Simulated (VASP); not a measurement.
# TiTe2 (P-3m1) in VASP: notebook, part 2 of 2

VASP 6.6.1.

### Step 3. Single point, PBEsol (strained)

The input, INCAR:

```
  PREC = Accurate
  ENCUT = 520
  EDIFF = 1E-6
  ISMEAR = 0
  SIGMA = 0.1
  LREAL = False
  LASPH = True
  NELM = 80
  ALGO = Normal
  ISIF = 2
  LWAVE = False
  LCHARG = False
  GGA = PS
  NBANDS = 19
```

The input, KPOINTS:

```
regular mesh
0
Gamma
  15 15 8
```

The input, POSCAR:

```
TiTe2
1.0
    3.8091809352      0.0000000000      0.0000000000
   -1.9045904676      3.2988474575      0.0000000000
    0.0000000000      0.0000000000      6.9432429600
Ti Te
1 2
Direct
    0.0000000000      0.0000000000      0.0000000000
    0.6666666667      0.3333333333      0.2910720423
    0.3333333333      0.6666666667      0.7089279577
```

Potentials or basis: VASP PAW PBE potentials, release 64 (Ti_sv, Te).

Run with:

```
$ cat potpaw_PBE.64/Ti_sv/POTCAR potpaw_PBE.64/Te/POTCAR > POTCAR
$ mpirun -np 1 vasp_std > vasp.out
```

OUTCAR:

```text
PREC = Accurate
   ENCUT = 520
   EDIFF = 1E-6
   ISMEAR = 0
   LREAL = False
   LASPH = True
   NELM = 80
   ISIF = 2
   GGA = PS

 ion  position               nearest neighbor table
   1  0.000  0.000  0.000-   2 2.99   3 2.99   2 2.99   3 2.99   2 2.99   3 2.99
   2  0.667  0.333  0.291-   1 2.99   1 2.99   1 2.99   3 3.64   3 3.64   3 3.64
   3  0.333  0.667  0.709-   1 2.99   1 2.99   1 2.99   2 3.64   2 3.64   2 3.64

  LATTYP: Found a hexagonal cell.
 ALAT       =     3.8091809352
 C/A-ratio  =     1.8227653341

  Lattice vectors:

 A1 = (   3.8091809352,   0.0000000000,   0.0000000000)
 A2 = (  -1.9045904676,   3.2988474575,   0.0000000000)
 A3 = (   0.0000000000,   0.0000000000,   6.9432429600)

Analysis of symmetry for initial positions (statically):
=====================================================================
 Subroutine PRICEL returns:
 Original cell was already a primitive cell.

 Routine SETGRP: Setting up the symmetry group for a
 hexagonal supercell.

 Subroutine GETGRP returns: Found 12 space group operations
 (whereof 12 operations were pure point group operations)
 out of a pool of 24 trial point group operations.

The static configuration has the point symmetry D_3d.

Analysis of symmetry for dynamics (positions and initial velocities):
=====================================================================
 Subroutine PRICEL returns:
 Original cell was already a primitive cell.

 Routine SETGRP: Setting up the symmetry group for a
 hexagonal supercell.

 Subroutine GETGRP returns: Found 12 space group operations
 (whereof 12 operations were pure point group operations)
 out of a pool of 24 trial point group operations.

The dynamic configuration has the point symmetry D_3d.

 Subroutine INISYM returns: Found 12 space group operations
 (whereof 12 operations are pure point group operations),
 and found     1 'primitive' translations

----------------------------------------------------------------------------------------

                                     Primitive cell

  volume of cell :      87.2481

  direct lattice vectors                    reciprocal lattice vectors
     3.809180935  0.000000000  0.000000000     0.262523628  0.151568087  0.000000000
    -1.904590468  3.298847457  0.000000000     0.000000000  0.303136175  0.000000000
     0.000000000  0.000000000  6.943242960     0.000000000  0.000000000  0.144024918

  length of vectors
     3.809180935  3.809180935  6.943242960     0.303136175  0.303136175  0.144024918

  position of ions in fractional coordinates (direct lattice)
     0.000000000  0.000000000  0.000000000
     0.666666667  0.333333333  0.291072042
     0.333333333  0.666666667  0.708927958

  ion indices of the primitive-cell ions
   primitive index   ion index
                 1           1
                 2           2
                 3           3

----------------------------------------------------------------------------------------

 KPOINTS: regular mesh

Automatic generation of k-mesh.
 Grid dimensions read from file:
 generate k-points for:   15   15    8

 Generating k-lattice:

  Cartesian coordinates                     Fractional coordinates (reciprocal lattice)
     0.017501575  0.010104539  0.000000000     0.066666667  0.000000000  0.000000000
     0.000000000  0.020209078  0.000000000     0.000000000  0.066666667  0.000000000
     0.000000000  0.000000000  0.018003115     0.000000000  0.000000000  0.125000000

  Length of vectors
     0.020209078  0.020209078  0.018003115

  Shift w.r.t. Gamma in fractional coordinates (k-lattice)
     0.000000000  0.000000000  0.000000000

 Subroutine IBZKPT returns following result:
 ===========================================

 Found    192 irreducible k-points:

 Following reciprocal coordinates:
            Coordinates               Weight
  0.000000  0.000000  0.000000      1.000000
  0.066667  0.000000  0.000000      6.000000
  0.133333  0.000000  0.000000      6.000000
  0.200000  0.000000  0.000000      6.000000
  0.266667  0.000000  0.000000      6.000000
  0.333333  0.000000  0.000000      6.000000
[... 16 lines left out ...]
  0.333333  0.200000  0.000000     12.000000
  0.400000  0.200000  0.000000      6.000000
 [... further k-points ...]
   k-points           NKPTS =    192   k-points in BZ     NKDIM =    192   number of bands    NBANDS=     19
   number of dos      NEDOS =    301   number of ions     NIONS =      3
   total plane-waves  NPLWV =  42336
   dimension x,y,z NGX =    28 NGY =   28 NGZ =   54
   dimension x,y,z NGXF=    56 NGYF=   56 NGZF=  108
   ions per type =               1   2
   NGX,Y,Z   is equivalent  to a cutoff of  12.22, 12.22, 12.93 a.u.
   NGXF,Y,Z  is equivalent  to a cutoff of  24.44, 24.44, 25.86 a.u.
 SYSTEM =  unknown system
   PREC   = accura    normal or accurate (medium, high low for compatibility)
   ISTART =      0    job   : 0-new  1-cont  2-samecut
   ICHARG =      2    charge: 1-file 2-atom 10-const
   ISPIN  =      1    spin polarized calculation?
   LNONCOLLINEAR =      F non collinear calculations
   LSORBIT =      F    spin-orbit coupling
   LASPH  =      T    aspherical Exc in radial PAW
   ENCUT  =  520.0 eV  38.22 Ry    6.18 a.u.   7.08  7.08 12.91*2*pi/ulx,y,z
   NELM   =     80;   NELMIN=  2; NELMDL= -5     # of ELM steps
   EDIFF  = 0.1E-05   stopping-criterion for ELM
   LREAL  =      F    real-space projection
   EDIFFG = 0.1E-04   stopping-criterion for IOM
   NSW    =      0    number of steps for IOM
   IBRION =     -1    ionic relax: 0-MD 1-quasi-New 2-CG
   NFREE  =      0    steps in history (QN), initial steepest desc. (CG)
   ISIF   =      2    stress and relaxation
   ISYM   =      2    0-nonsym 1-usesym 2-fastsym
   POTIM  = 0.5000    time-step for ionic-motion
   TEBEG  =    0.0;   TEEND  =   0.0 temperature during run
   PSTRESS=    0.0 pullay stress
   NELECT =      24.0000    total number of electrons
   NUPDOWN=      -1.0000    fix difference up-down
   EMIN   =  10.00;   EMAX   =-10.00  energy-range for DOS
   EFERMI =   0.00;   METHOD = LEGACY
   ISMEAR =     0;   SIGMA  =   0.10  broadening in eV -4-tet -1-fermi 0-gaus
   EFERMI_NEDOS =   21; number of points for ismear=-14 and -15
   IALGO  =     38    algorithm
   IMIX   =      4    mixing-type and parameters
     AMIX     =   0.40;   BMIX     =  1.00
     AMIX_MAG =   1.60;   BMIX_MAG =  1.00
  volume/ion in A,a.u.               =      29.08       196.26
  Fermi-wavevector in a.u.,A,eV,Ry     =   1.064698  2.011988 15.423322  1.133582
  Thomas-Fermi vector in A             =   2.200225
   LORBIT       =      0    0 simple, 1 ext, 2 COOP (PROOUT), +10 PAW based schemes
   GGA     = PS    functional components
   LHFCALC =     F    Hartree Fock is set to
   AEXX    =    0.0000 exact exchange contribution
   IVDW    =     0    specifies the selected vdW correction
   LEPSILON=     F    determine dielectric tensor
   LRPA    =     F    only Hartree local field effects (RPA)
 non-spin polarized calculation
 Gauss-broadening in eV      SIGMA  =   0.10
  energy-cutoff  :      520.00
  volume of cell :       87.25
 maximum number of plane-waves:      2382
   NGX = 15   NGY = 15   NGZ = 25

 number of electron      23.9999997 magnetization

 Free energy of the ion-electron system (eV)
  ---------------------------------------------------
  ext. energy  EPLUGINS =         0.00000000
  ---------------------------------------------------
  free energy    TOTEN  =       -16.70134180 eV

  energy without entropy =      -16.69049462  energy(sigma->0) =      -16.69591821

 E-fermi :   5.9058     XC(G=0):  -9.7319

 val. band max:        5.8996813792   @ k =   0.0667   0.0000   0.5000
 cond. band min:       5.9059340180   @ k =   0.0667   0.0000   0.0000
 fundamental gap:      0.0062526388
 Fermi energy:         5.9057711434

 k-point     1 :       0.0000    0.0000    0.0000
  band No.  band energies     occupation
      1     -51.6349      2.00000
      2     -27.9655      2.00000
      3     -27.9655      2.00000
      4     -27.8975      2.00000
      5      -6.1922      2.00000
      6      -4.9141      2.00000
[... 11 lines left out ...]
     18      10.1505      0.00000
     19      11.1910      0.00000
[... 489 lines left out ...]
      3     -27.9794      2.00000
      4     -27.8916      2.00000
      5      -4.4493      2.00000
      6      -4.2340      2.00000
[... 11 lines left out ...]
     18       9.5807      0.00000
     19      12.0035      0.00000

 [... further k-points ...]

------------------------ aborting loop because EDIFF is reached ----------------------------------------

  FORCE on cell =-STRESS in cart. coord.  units (eV):
  Direction    XX          YY          ZZ          XY          YZ          ZX
  --------------------------------------------------------------------------------------
  -------------------------------------------------------------------------------------
  Total       -4.2814230     -4.2814230     -8.3541519      0.0000000      0.0000000      0.0000000
  in kB      -78.6217158    -78.6217158   -153.4110891      0.0000000      0.0000000      0.0000000
  external PRESSURE =    -103.5515069 kB  Pullay stress =       0.0000000 kB

 VOLUME and BASIS-vectors are now :
 -----------------------------------------------------------------------------
  energy-cutoff  :      520.00
  volume of cell :       87.25
      direct lattice vectors                 reciprocal lattice vectors
     3.809180935  0.000000000  0.000000000     0.262523628  0.151568087  0.000000000
    -1.904590468  3.298847457  0.000000000     0.000000000  0.303136175  0.000000000
     0.000000000  0.000000000  6.943242960     0.000000000  0.000000000  0.144024918

 POSITION                                       TOTAL-FORCE (eV/Angst)
 -----------------------------------------------------------------------------------
      0.00000      0.00000      0.00000        -0.000000      0.000000      0.000000
      1.90459      1.09962      2.02098        -0.000000     -0.000000     -2.040829
     -0.00000      2.19923      4.92226         0.000000      0.000000      2.040829
 -----------------------------------------------------------------------------------
    total drift:                                0.000000      0.000000     -0.000000

  FREE ENERGIE OF THE ION-ELECTRON SYSTEM (eV)
  ---------------------------------------------------
  free  energy   TOTEN  =       -16.7013417965 eV

  energy  without entropy=      -16.6904946237  energy(sigma->0) =      -16.69591821
```

Run time: 11 min. Hardware: 1 thread of Intel Xeon 8259CL, shared host; peak memory 0.43 GiB.

Results:

```
Free energy            : -16.7013 eV
Pressure               : -10.4 GPa
Largest force          : 2.041 eV/Å
Band gap on the k mesh : zero (bands 12 and 13 overlap by 0.73 eV)
```

Forces on the atoms (eV/Å):
```
Ti   0.000  0.000  0.000
Te   0.000  0.000 -2.041
Te   0.000  0.000  2.041
```

Levels at points of the mesh, in eV from the Fermi level:
| k point | band 8 | band 9 | band 10 | band 11 | band 12 | band 13 | band 14 | band 15 | band 16 | band 17 |
| --- | --- | --- | --- | --- | --- | --- | --- | --- | --- | --- |
| (0.00, 0.00, 0.00) | -0.93 | -0.93 | -0.03 | 0.10 | 0.46 | 0.46 | 1.18 | 1.18 | 2.16 | 2.16 |
| (0.00, 0.00, 0.50) | -3.06 | -0.82 | -0.82 | 0.45 | 0.45 | 0.54 | 0.71 | 0.71 | 2.65 | 2.65 |

Caveat: the cell differs from its parent crystal (strained); the stress differs along the axes, from -15 to -8 GPa; the PAW data sets were made with another functional, which shifts forces and pressure a little; spin-orbit coupling is left out, which moves the levels of the heavy elements; this functional lacks dispersion, which binds layers or chains, so the pressure and a relaxed spacing across them are unreliable.
